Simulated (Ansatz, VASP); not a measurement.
**SiC: VASP beside Ansatz**

INCAR

```
SYSTEM = SiC
ALGO = Normal
EDIFF = 1E-7
EDIFFG = -0.01
ENCUT = 600
GGA = LIBXC
GGA_COMPAT = .FALSE.
IBRION = 2
ISIF = 3
ISMEAR = -1
LASPH = .TRUE.
LCHARG = .FALSE.
LIBXC1 = GGA_X_B88
LIBXC2 = GGA_C_PBE
LREAL = .FALSE.
LWAVE = .FALSE.
NELM = 120
NELMIN = 4
NSW = 60
PREC = Accurate
SIGMA = 0.05
```

File KPOINTS:

```
k-points
0
G
  10 10 5
  0 0 0
```

The input POSCAR:

```
SiC
1.0
    3.0760000000      0.0000000000      0.0000000000
   -1.5380000000      2.6638941420      0.0000000000
    0.0000000000      0.0000000000      5.0480000000
Si C
2 2
Direct
    0.6666666667      0.3333333333      0.5000000000
    0.3333333333      0.6666666667      0.0000000000
    0.6666666667      0.3333333333      0.8850000000
    0.3333333333      0.6666666667      0.3850000000
```

Contents of input.yaml:

```yaml
crystal:
  lattice:
    - [3.076, 0.0, 0.0]
    - [-1.538, 2.663894142, 0.0]
    - [0.0, 0.0, 5.048]
  atoms:
    - { symbol: Si, position: [0.6666666667, 0.3333333333, 0.5] }
    - { symbol: Si, position: [0.3333333333, 0.6666666667, 0.0] }
    - { symbol: C, position: [0.6666666667, 0.3333333333, 0.885] }
    - { symbol: C, position: [0.3333333333, 0.6666666667, 0.385] }
hamiltonian:
  xc: { exchange: b88, correlation: pbe }
  pseudopotentials: { kind: paw }
kpoints:
  mp_grid: { grid: [10, 10, 5] }
scf:
  occupations: { method: fermi_dirac, width: 0.05 }
output:
  forces: true
  stress: true
relax:
  f_tol: 0.01
  max_steps: 40
  cell: { stress_tol: 0.05 }
```

Alike in both runs: task relaxation of cell and atoms; functional b88 exchange, pbe correlation; k mesh 10 × 10 × 5; occupations fermi-dirac, width 0.05 eV; no spin polarisation.

```csv
,VASP,Ansatz
version,VASP 6.6.1,Ansatz 0.2.0
potentials or method,"VASP PAW PBE potentials, release 64 (Si, C)",Ansatz PAW
plane-wave cutoff (eV),600,420
valence electrons in the cell,16,16
```

VASP gave:

```
relaxed volume (Å³/atom)                                        : 10.50
relaxed length of the cell vector where the two differ most in proportion (Å) : 3.092
```

Problem. What did Ansatz give for the same quantities?

Solution. Relaxed volume (Å³/atom): 10.51; relaxed length of the cell vector where the two differ most in proportion (Å): 3.092.

VASP's potentials were made for PBE, not for b88 exchange, pbe correlation.

Noted on Ansatz's run: odd divisions of the mesh miss points on the zone boundary, where band edges often lie, so the gap on the mesh can be too wide; the plane-wave basis is chosen anew once the cell has moved, so the energies of steps on either side of that aren't comparable.
